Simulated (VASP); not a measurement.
Al: single point with PBEsol

The system is Al.

```
CELL_PARAMETERS angstrom
2.09804 2.09804 0.00000
-2.09804 2.09804 0.00000
0.00000 0.00000 3.90698
ATOMIC_POSITIONS crystal
Al 0.00000 0.00000 0.00000
Al 0.50000 0.50000 0.50000
```

This cell differs from its parent crystal: biaxial strain in the a-b plane: +4.5 %.

| Item | Value |
| --- | --- |
| Program | VASP 6.6.1 |
| Task | single point |
| Functional | PBEsol |
| Potentials or basis | VASP PAW PBE potentials, release 64 (Al) |
| Cutoff | 520 eV |
| k mesh | 18 × 18 × 14 |
| Occupations | gaussian, width 0.1 eV |
| Spin | no spin polarisation |
| Dipole correction | no |
| Further INCAR settings | ALGO = Fast; EDIFF = 1e-07; NBANDS = 10 |

- Pressure: -4.0 GPa
- Band gap on the k mesh: zero (band 3 reaches 14.18 eV, above the bottom of band 4 at 3.23 eV)

Stress tensor (GPa, compression positive):
```
-4.81  0.00  0.00
 0.00 -4.81  0.00
 0.00  0.00 -2.47
```

Levels at points of the mesh, in eV from the Fermi level:
| k point | band 1 | band 2 | band 3 | band 4 | band 5 | band 6 | band 7 | band 8 |
| --- | --- | --- | --- | --- | --- | --- | --- | --- |
| (0.00, 0.00, 0.00) | -10.85 | -2.10 | -0.62 | 4.57 | 4.57 | 4.73 | 7.80 | 12.19 |
| (0.50, 0.00, 0.00) | -6.70 | -6.70 | 1.74 | 1.74 | 3.42 | 3.42 | 8.21 | 8.21 |
| (0.50, 0.50, 0.00) | -3.14 | -3.14 | -2.08 | -2.08 | 5.57 | 5.57 | 5.64 | 5.64 |
| (0.00, 0.00, 0.50) | -8.44 | -8.44 | 6.66 | 6.66 | 6.66 | 6.66 | 7.12 | 7.12 |
| (0.50, 0.00, 0.50) | -4.42 | -4.42 | -4.30 | -4.30 | 10.16 | 10.16 | 10.50 | 10.50 |
| (0.50, 0.50, 0.50) | -0.90 | -0.90 | -0.90 | -0.90 | -0.04 | -0.04 | 0.63 | 0.63 |

Wall time 94 s on 1 thread of Intel(R) Xeon(R) Platinum 8488C (Sapphire Rapids), with other jobs on the host, peak memory 0.23 GiB.

Caveat: the cell differs from its parent crystal (biaxial strain in the a-b plane: +4.5 %); the PAW data sets were made with another functional, which shifts forces and pressure a little.
